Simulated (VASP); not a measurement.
# WC (Qusongite) (P-6m2) in VASP: settings compared

The runs below take WC (Qusongite) through single point, relaxation of cell and atoms, with PBE+U, PBE.

All numbers are computed with VASP 6.6.1; they aren't measurements. Logs are shortened: lines on timing, memory, paths and dates and some standing lists are left out, and cuts for length are marked.

## 1. The cell of the first run

The structure is hexagonal, space group P-6m2 (No. 187). Conventional cell: a = 2.931 Å, b = 2.931 Å, c = 2.843 Å, α = 90.00°, β = 90.00°, γ = 120.00°. W (site symmetry -6m2) has 6 C at 2.21 Å and 2 W at 2.84 Å within 2.9 Å. Within 2.9 Å of C (site symmetry -6m2) lie 6 W at 2.21 Å and 2 C at 2.84 Å.

## 2. Single point, PBE+U

Input file INCAR:

```
PREC = Accurate ; ENCUT = 520
EDIFF = 1E-7 ; ISMEAR = -1
SIGMA = 0.05 ; LREAL = F
LASPH = T ; NELM = 150
ALGO = Normal ; ISIF = 2
LWAVE = F ; LCHARG = F
LMAXMIX = 4 ; LDAU = T
LDAUTYPE = 2 ; LDAUL = 2 -1
LDAUU = 8 0 ; LDAUJ = 0 0
LDAUPRINT = 1 ; GGA = PE
NBANDS = 16
```

Input file KPOINTS:

```
regular mesh
0
Gamma
  10 10 9
```

Input file POSCAR:

```
WC
1.0
    2.9306327197      0.0000000000      0.0000000000
   -1.4653163598      2.5380023844      0.0000000000
    0.0000000000      0.0000000000      2.8434076053
W C
1 1
Direct
    0.0000000000      0.0000000000      0.0000000000
    0.6666666667      0.3333333333      0.5000000000
```

Potentials or basis: VASP PAW PBE potentials, release 64 (W_sv, C).

Run with:

```sh
$ cat potpaw_PBE.64/W_sv/POTCAR potpaw_PBE.64/C/POTCAR > POTCAR
$ mpirun -np 1 vasp_std > vasp.out
```

OUTCAR:

```text
PREC = Accurate
   ENCUT = 520
   EDIFF = 1E-7
   ISMEAR = -1
   LREAL = F
   LASPH = T
   NELM = 150
   ISIF = 2
   GGA = PE

 ion  position               nearest neighbor table
   1  0.000  0.000  0.000-   2 2.21   2 2.21   2 2.21   2 2.21   2 2.21   2 2.21
   2  0.667  0.333  0.500-   1 2.21   1 2.21   1 2.21   1 2.21   1 2.21   1 2.21

  LATTYP: Found a hexagonal cell.
 ALAT       =     2.9306327197
 C/A-ratio  =     0.9702367636

  Lattice vectors:

 A1 = (   2.9306327197,   0.0000000000,   0.0000000000)
 A2 = (  -1.4653163598,   2.5380023844,   0.0000000000)
 A3 = (   0.0000000000,   0.0000000000,   2.8434076053)

Analysis of symmetry for initial positions (statically):
=====================================================================
 Subroutine PRICEL returns:
 Original cell was already a primitive cell.

 Routine SETGRP: Setting up the symmetry group for a
 hexagonal supercell.

 Subroutine GETGRP returns: Found 12 space group operations
 (whereof 12 operations were pure point group operations)
 out of a pool of 24 trial point group operations.

The static configuration has the point symmetry D_3h.

Analysis of symmetry for dynamics (positions and initial velocities):
=====================================================================
 Subroutine PRICEL returns:
 Original cell was already a primitive cell.

 Routine SETGRP: Setting up the symmetry group for a
 hexagonal supercell.

 Subroutine GETGRP returns: Found 12 space group operations
 (whereof 12 operations were pure point group operations)
 out of a pool of 24 trial point group operations.

The dynamic configuration has the point symmetry D_3h.

 Subroutine INISYM returns: Found 12 space group operations
 (whereof 12 operations are pure point group operations),
 and found     1 'primitive' translations

----------------------------------------------------------------------------------------

                                     Primitive cell

  volume of cell :      21.1491

  direct lattice vectors                    reciprocal lattice vectors
     2.930632720  0.000000000  0.000000000     0.341223243  0.197005331  0.000000000
    -1.465316360  2.538002384  0.000000000     0.000000000  0.394010662  0.000000000
     0.000000000  0.000000000  2.843407605     0.000000000  0.000000000  0.351690696

  length of vectors
     2.930632720  2.930632720  2.843407605     0.394010662  0.394010662  0.351690696

  position of ions in fractional coordinates (direct lattice)
     0.000000000  0.000000000  0.000000000
     0.666666667  0.333333333  0.500000000

  ion indices of the primitive-cell ions
   primitive index   ion index
                 1           1
                 2           2

----------------------------------------------------------------------------------------

 KPOINTS: regular mesh

Automatic generation of k-mesh.
 Grid dimensions read from file:
 generate k-points for:   10   10    9

 Generating k-lattice:

  Cartesian coordinates                     Fractional coordinates (reciprocal lattice)
     0.034122324  0.019700533  0.000000000     0.100000000 -0.000000000  0.000000000
     0.000000000  0.039401066  0.000000000     0.000000000  0.100000000  0.000000000
     0.000000000  0.000000000  0.039076744     0.000000000  0.000000000  0.111111111

  Length of vectors
     0.039401066  0.039401066  0.039076744

  Shift w.r.t. Gamma in fractional coordinates (k-lattice)
     0.000000000  0.000000000  0.000000000

 Subroutine IBZKPT returns following result:
 ===========================================

 Found     70 irreducible k-points:

 Following reciprocal coordinates:
            Coordinates               Weight
  0.000000  0.000000  0.000000      1.000000
  0.100000  0.000000  0.000000      6.000000
  0.200000  0.000000  0.000000      6.000000
  0.300000  0.000000  0.000000      6.000000
  0.400000  0.000000  0.000000      6.000000
  0.500000  0.000000  0.000000      3.000000
[... 16 lines left out ...]
  0.300000  0.100000  0.111111     24.000000
  0.400000  0.100000  0.111111     24.000000
 [... further k-points ...]
   k-points           NKPTS =     70   k-points in BZ     NKDIM =     70   number of bands    NBANDS=     16
   number of dos      NEDOS =    301   number of ions     NIONS =      2
   total plane-waves  NPLWV =  13824
   dimension x,y,z NGX =    24 NGY =   24 NGZ =   24
   dimension x,y,z NGXF=    48 NGYF=   48 NGZF=   48
   ions per type =               1   1
   NGX,Y,Z   is equivalent  to a cutoff of  13.61, 13.61, 14.03 a.u.
   NGXF,Y,Z  is equivalent  to a cutoff of  27.23, 27.23, 28.06 a.u.
 SYSTEM =  unknown system
   PREC   = accura    normal or accurate (medium, high low for compatibility)
   ISTART =      0    job   : 0-new  1-cont  2-samecut
   ICHARG =      2    charge: 1-file 2-atom 10-const
   ISPIN  =      1    spin polarized calculation?
   LNONCOLLINEAR =      F non collinear calculations
   LSORBIT =      F    spin-orbit coupling
   LASPH  =      T    aspherical Exc in radial PAW
   ENCUT  =  520.0 eV  38.22 Ry    6.18 a.u.   5.45  5.45  5.29*2*pi/ulx,y,z
   NELM   =    150;   NELMIN=  2; NELMDL= -5     # of ELM steps
   EDIFF  = 0.1E-06   stopping-criterion for ELM
   LREAL  =      F    real-space projection
   EDIFFG = 0.1E-05   stopping-criterion for IOM
   NSW    =      0    number of steps for IOM
   IBRION =     -1    ionic relax: 0-MD 1-quasi-New 2-CG
   NFREE  =      0    steps in history (QN), initial steepest desc. (CG)
   ISIF   =      2    stress and relaxation
   ISYM   =      2    0-nonsym 1-usesym 2-fastsym
   POTIM  = 0.5000    time-step for ionic-motion
   TEBEG  =    0.0;   TEEND  =   0.0 temperature during run
   PSTRESS=    0.0 pullay stress
   NELECT =      18.0000    total number of electrons
   NUPDOWN=      -1.0000    fix difference up-down
   EMIN   =  10.00;   EMAX   =-10.00  energy-range for DOS
[... 5 lines left out ...]
     AMIX     =   0.40;   BMIX     =  1.00
     AMIX_MAG =   1.60;   BMIX_MAG =  1.00
  volume/ion in A,a.u.               =      10.57        71.36
  Fermi-wavevector in a.u.,A,eV,Ry     =   1.551439  2.931795 32.748737  2.406964
  Thomas-Fermi vector in A             =   2.655959
   LORBIT       =      0    0 simple, 1 ext, 2 COOP (PROOUT), +10 PAW based schemes
 LDA+U is selected, type is set to LDAUTYPE =  2
   angular momentum for each species LDAUL =     2   -1
   U (eV)           for each species LDAUU =   8.0  0.0
   J (eV)           for each species LDAUJ =   0.0  0.0
   GGA     = PE    functional components
   LHFCALC =     F    Hartree Fock is set to
   AEXX    =    0.0000 exact exchange contribution
   IVDW    =     0    specifies the selected vdW correction
   LEPSILON=     F    determine dielectric tensor
   LRPA    =     F    only Hartree local field effects (RPA)
 non-spin polarized calculation
  energy-cutoff  :      520.00
  volume of cell :       21.15
 maximum number of plane-waves:       599
 NGX is ok and might be reduce to    24
   NGX = 11   NGY = 11   NGZ = 11

atom =   1  type =  1  l = 2

 onsite density matrix

spin component  1

  0.3243  0.0000 -0.0000 -0.0000 -0.0000
  0.0000  0.2958  0.0000  0.0000 -0.0000
 -0.0000  0.0000  0.3575  0.0000 -0.0000
 -0.0000  0.0000  0.0000  0.2958 -0.0000
 -0.0000 -0.0000 -0.0000 -0.0000  0.3243

spin component  2

  0.3243  0.0000 -0.0000 -0.0000 -0.0000
  0.0000  0.2958  0.0000  0.0000 -0.0000
 -0.0000  0.0000  0.3575  0.0000 -0.0000
 -0.0000  0.0000  0.0000  0.2958 -0.0000
 -0.0000 -0.0000 -0.0000 -0.0000  0.3243

 occupancies and eigenvectors

  o =  0.2958  v =  0.0000 -0.8379  0.0000  0.5459 -0.0000  0.0000  0.0000  0.0000  0.0000  0.0000      0.0000  0.0000  0.0000  0.0000  0.0000  0.0000  0.0000  0.0000  0.0000  0.0000
  o =  0.2958  v =  0.0000  0.0000  0.0000  0.0000  0.0000  0.0000 -0.8379  0.0000  0.5459 -0.0000      0.0000  0.0000  0.0000  0.0000  0.0000  0.0000  0.0000  0.0000  0.0000  0.0000
  o =  0.2958  v = -0.0000 -0.5459  0.0000 -0.8379 -0.0000  0.0000  0.0000  0.0000  0.0000  0.0000      0.0000  0.0000  0.0000  0.0000  0.0000  0.0000  0.0000  0.0000  0.0000  0.0000
  o =  0.2958  v =  0.0000  0.0000  0.0000  0.0000  0.0000 -0.0000 -0.5459  0.0000 -0.8379 -0.0000      0.0000  0.0000  0.0000  0.0000  0.0000  0.0000  0.0000  0.0000  0.0000  0.0000
  o =  0.3243  v =  0.0000  0.0000  0.0000  0.0000  0.0000 -0.9962  0.0000 -0.0000 -0.0000 -0.0867      0.0000  0.0000  0.0000  0.0000  0.0000  0.0000  0.0000  0.0000  0.0000  0.0000
  o =  0.3243  v = -0.9962  0.0000 -0.0000 -0.0000 -0.0867  0.0000  0.0000  0.0000  0.0000  0.0000      0.0000  0.0000  0.0000  0.0000  0.0000  0.0000  0.0000  0.0000  0.0000  0.0000
  o =  0.3243  v = -0.0867 -0.0000  0.0000  0.0000  0.9962  0.0000  0.0000  0.0000  0.0000  0.0000      0.0000  0.0000  0.0000  0.0000  0.0000  0.0000  0.0000  0.0000  0.0000  0.0000
  o =  0.3243  v =  0.0000  0.0000  0.0000  0.0000  0.0000 -0.0867 -0.0000  0.0000  0.0000  0.9962      0.0000  0.0000  0.0000  0.0000  0.0000  0.0000  0.0000  0.0000  0.0000  0.0000
  o =  0.3575  v =  0.0000  0.0000  0.0000  0.0000  0.0000 -0.0000  0.0000  1.0000  0.0000 -0.0000      0.0000  0.0000  0.0000  0.0000  0.0000  0.0000  0.0000  0.0000  0.0000  0.0000
  o =  0.3575  v = -0.0000  0.0000  1.0000  0.0000 -0.0000  0.0000  0.0000  0.0000  0.0000  0.0000      0.0000  0.0000  0.0000  0.0000  0.0000  0.0000  0.0000  0.0000  0.0000  0.0000

 number of electron      18.0000001 magnetization

 Free energy of the ion-electron system (eV)
  ---------------------------------------------------
  ext. energy  EPLUGINS =         0.00000000
  ---------------------------------------------------
  free energy    TOTEN  =       -13.59983284 eV

  energy without entropy =      -13.59862375  energy(sigma->0) =      -13.59922829

 E-fermi :  11.5067     XC(G=0): -13.7157

 val. band max:       11.4661720357   @ k =   0.1000   0.0000   0.4444
 cond. band min:      11.6615968118   @ k =   0.0000   0.0000   0.3333
 fundamental gap:      0.1954247762
 Fermi energy:        11.5067337264

 k-point     1 :       0.0000    0.0000    0.0000
  band No.  band energies     occupation
      1     -63.8482      2.00000
      2     -27.7518      2.00000
      3     -27.6829      2.00000
      4     -27.6829      2.00000
      5      -3.2986      2.00000
      6       7.2190      2.00000
[... 8 lines left out ...]
     15      25.1158      0.00000
     16      27.4820      0.00000
[... 419 lines left out ...]
 k-point    24 :       0.4000    0.1000    0.1111
  band No.  band energies     occupation
      1     -63.7932      2.00000
      2     -28.3554      2.00000
      3     -27.8840      2.00000
      4     -27.7332      2.00000
      5       0.2472      2.00000
      6       4.3575      2.00000
[... 8 lines left out ...]
     15      24.1546      0.00000
     16      28.3186      0.00000

 [... further k-points ...]
[... 5 lines left out ...]
  --------------------------------------------------------------------------------------
  -------------------------------------------------------------------------------------
  Total        2.1229996      2.1229996      2.8240276      0.0000000      0.0000000      0.0000000
  in kB      160.8303295    160.8303295    213.9375291      0.0000000      0.0000000      0.0000000
  external PRESSURE =     178.5327294 kB  Pullay stress =       0.0000000 kB

 VOLUME and BASIS-vectors are now :
 -----------------------------------------------------------------------------
  energy-cutoff  :      520.00
  volume of cell :       21.15
      direct lattice vectors                 reciprocal lattice vectors
     2.930632720  0.000000000  0.000000000     0.341223243  0.197005331  0.000000000
    -1.465316360  2.538002384  0.000000000     0.000000000  0.394010662  0.000000000
     0.000000000  0.000000000  2.843407605     0.000000000  0.000000000  0.351690696

 POSITION                                       TOTAL-FORCE (eV/Angst)
 -----------------------------------------------------------------------------------
      0.00000      0.00000      0.00000         0.000000     -0.000000      0.000000
      1.46532      0.84600      1.42170        -0.000000      0.000000      0.000000
 -----------------------------------------------------------------------------------
    total drift:                                0.000000     -0.000000      0.000000

  FREE ENERGIE OF THE ION-ELECTRON SYSTEM (eV)
  ---------------------------------------------------
  free  energy   TOTEN  =       -13.5998328389 eV

  energy  without entropy=      -13.5986237500  energy(sigma->0) =      -13.59922829
```

Wall time 9.4 s (1 thread of Intel Xeon 6975P-C (Granite Rapids), shared host); peak memory 0.15 GiB.

What came out:

| Quantity | Value |
| --- | --- |
| Free energy | -13.5998 eV |
| Pressure | 17.9 GPa |
| Band gap on the k mesh | zero (band 9 reaches 12.04 eV, above the bottom of band 10 at 11.18 eV) |

Levels at points of the mesh, in eV from the Fermi level:
```csv
k point,band 7,band 8,band 9,band 10,band 11,band 12
"(0.00, 0.00, 0.00)",-3.26,-3.26,-0.23,3.63,3.63,5.42
"(0.50, 0.00, 0.00)",-3.54,-3.35,-0.81,2.76,4.56,4.67
```

Eigenvalues of the final occupation matrices:
| site | spin | trace | eigenvalues |
| --- | --- | --- | --- |
| site 1 d | 1 | 1.60 | 0.30 0.30 0.32 0.32 0.36 |
| site 1 d | 2 | 1.60 | 0.30 0.30 0.32 0.32 0.36 |

Caveat: spin-orbit coupling is left out, which moves the levels of the heavy elements; U without spin polarisation on a metal has little footing; the U is typed as a test and isn't derived for this compound.

## 3. Relaxation of cell and atoms, PBE

This run uses another cell than the first one, of 10.38 Å³/atom, 0.981 times its volume.

Input file INCAR:

```
PREC = Accurate
ENCUT = 600
EDIFF = 1E-6
ISMEAR = -1
SIGMA = 0.05
LREAL = False
LASPH = True
NELM = 60
ALGO = Normal
ISIF = 3
LWAVE = False
LCHARG = False
GGA = PE
IBRION = 2
NSW = 60
EDIFFG = -0.01
```

KPOINTS is that of step 2.

Input file POSCAR:

```
WC
1.0
    2.9065000000      0.0000000000      0.0000000000
   -1.4532500000      2.5171028361      0.0000000000
    0.0000000000      0.0000000000      2.8366000000
W C
1 1
Direct
    0.0000000000      0.0000000000      0.0000000000
    0.6666666667      0.3333333333      0.5000000000
```

Potentials or basis: VASP PAW PBE potentials, release 64 (W_sv, C).

Run with:

```sh
$ cat potpaw_PBE.64/W_sv/POTCAR potpaw_PBE.64/C/POTCAR > POTCAR
$ mpirun -np 1 vasp_std > vasp.out
```

Wall time 23 s (1 thread of Intel Xeon 6975P-C (Granite Rapids), shared host); peak memory 0.16 GiB.

It converged, with:

| Property | Result |
| --- | --- |
| Free energy | -22.4547 eV |
| Relaxed volume | 10.55 Å³/atom |
| Relaxed cell | a = 2.925 Å, b = 2.925 Å, c = 2.848 Å, α = 90.00°, β = 90.00°, γ = 120.00° |
| Space group after relaxing (to 0.05 Å) | P-6m2 (No. 187) |
| Energy gained by relaxing | 3.6 meV/atom |
| Ionic steps | 6 |
| Pressure after relaxing | 0.1 GPa |
| Band gap on the k mesh | zero (band 9 reaches 11.50 eV, above the bottom of band 10 at 10.32 eV) |

Step by step:
| step | energy change (eV) | largest force (eV/Å) | pressure (GPa) | volume (Å³) |
| --- | --- | --- | --- | --- |
| 1 | 0.0000 | 0.0000 | 6.65 | 20.75 |
| 2 | 0.0426 | 0.0000 | -15.78 | 22.07 |
| 3 | -0.0071 | 0.0000 | -0.13 | 21.11 |
| 4 | -0.0071 | 0.0000 | -0.02 | 21.10 |
| 5 | -0.0071 | 0.0000 | 0.08 | 21.10 |
| 6 | -0.0072 | 0.0000 | 0.05 | 21.10 |

Final structure:
```xyz
2
Lattice="2.9249 0.0000 0.0000 -1.4624 2.5330 0.0000 0.0000 0.0000 2.8483" Properties=species:S:1:pos:R:3 pbc="T T T"
W     0.0000    0.0000    0.0000
C     1.4624    0.8443    1.4241
```

Levels at points of the mesh, in eV from the Fermi level:
```tsv
k point	band 5	band 6	band 7	band 8	band 9	band 10	band 11	band 12	band 13
(0.00, 0.00, 0.00)	-14.33	-4.21	-3.28	-3.28	0.10	3.16	3.16	5.54	5.54
(0.50, 0.00, 0.00)	-11.04	-6.96	-3.52	-3.49	-0.48	2.30	4.42	4.75	6.77
```

Caveat: spin-orbit coupling is left out, which moves the levels of the heavy elements.

## 4. Relaxation of cell and atoms, PBE+U

This run uses another cell than the first one, of 10.38 Å³/atom, 0.981 times its volume.

Input file INCAR:

```
SYSTEM = WC
PREC = Accurate
ENCUT = 600
EDIFF = 1E-6
ISMEAR = -1
SIGMA = 0.05
LREAL = .False.
LASPH = .True.
NELM = 150
ALGO = Normal
ISIF = 3
LWAVE = .False.
LCHARG = .False.
LMAXMIX = 4
LDAU = .True.
LDAUTYPE = 2
LDAUL = 2 -1
LDAUU = 1 0
LDAUJ = 0 0
LDAUPRINT = 1
GGA = PE
IBRION = 2
NSW = 60
EDIFFG = -0.01
```

Input file KPOINTS:

```
regular mesh
0
Gamma
  10 10 9
  0 0 0
```

POSCAR is that of step 3.

Run with:

```sh
$ cat potpaw_PBE.64/W_sv/POTCAR potpaw_PBE.64/C/POTCAR > POTCAR
$ mpirun -np 1 vasp_std > vasp.out
```

It took 42 s on 1 thread of Intel Xeon 6975P-C (Granite Rapids), shared host; peak memory 0.16 GiB.

The run converged. Its results:

- Free energy: -21.3307 eV
- Relaxed volume: 10.61 Å³/atom
- Relaxed cell: a = 2.930 Å, b = 2.930 Å, c = 2.853 Å, α = 90.00°, β = 90.00°, γ = 120.00°
- Space group after relaxing (to 0.05 Å): P-6m2 (No. 187)
- Energy gained by relaxing: 6.2 meV/atom
- Ionic steps: 13
- Pressure after relaxing: 0.0 GPa
- Band gap on the k mesh: zero (band 9 reaches 11.48 eV, above the bottom of band 10 at 10.35 eV)

Stress tensor (GPa, compression positive):
```
-0.06  0.00  0.00
 0.00 -0.06  0.00
 0.00  0.00  0.08
```

Step by step:
| step | energy change (eV) | largest force (eV/Å) | pressure (GPa) | volume (Å³) |
| --- | --- | --- | --- | --- |
| 1 | 0.0000 | 0.0000 | 8.75 | 20.75 |
| 2 | 0.0722 | 0.0000 | -19.87 | 22.50 |
| 3 | -0.0122 | 0.0000 | -0.19 | 21.22 |
| 4 | -0.0123 | 0.0000 | -0.04 | 21.21 |
| 5 | -0.0123 | 0.0000 | 0.13 | 21.20 |
| 6 | -0.0123 | 0.0000 | 0.20 | 21.21 |
| 7 | -0.0124 | 0.0000 | 0.19 | 21.21 |
| 8 | -0.0124 | 0.0000 | 0.17 | 21.21 |
| 9 | -0.0124 | 0.0000 | 0.18 | 21.21 |
| 10 | -0.0123 | 0.0000 | 0.17 | 21.21 |
| 11 | -0.0124 | 0.0000 | 0.17 | 21.21 |
| 12 | -0.0124 | 0.0000 | -0.32 | 21.23 |
| 13 | -0.0124 | 0.0000 | -0.01 | 21.22 |

Final structure:
```yaml
crystal:
  lattice:
    - [2.93029, 0.00000, 0.00000]
    - [-1.46515, 2.53771, 0.00000]
    - [0.00000, 0.00000, 2.85296]
  atoms:
    - { symbol: W, position: [0.00000, 0.00000, 0.00000] }
    - { symbol: C, position: [0.66667, 0.33333, 0.50000] }
```

Levels at points of the mesh, in eV from the Fermi level:
```tsv
k point	band 5	band 6	band 7	band 8	band 9	band 10	band 11	band 12	band 13
(0.00, 0.00, 0.00)	-14.35	-4.20	-3.26	-3.26	0.05	3.18	3.18	5.49	5.49
(0.50, 0.00, 0.00)	-11.06	-6.99	-3.49	-3.48	-0.52	2.32	4.40	4.71	6.72
```

Eigenvalues of the final occupation matrices:
| site | spin | trace | eigenvalues |
| --- | --- | --- | --- |
| site 1 d | 1 | 1.70 | 0.32 0.32 0.34 0.34 0.36 |
| site 1 d | 2 | 1.70 | 0.32 0.32 0.34 0.34 0.36 |

Caveat: spin-orbit coupling is left out, which moves the levels of the heavy elements; U without spin polarisation on a metal has little footing; the U is typed as a test and isn't derived for this compound. PBE usually gives volumes a little too large and moduli too small.

[end of part 1 of 2]
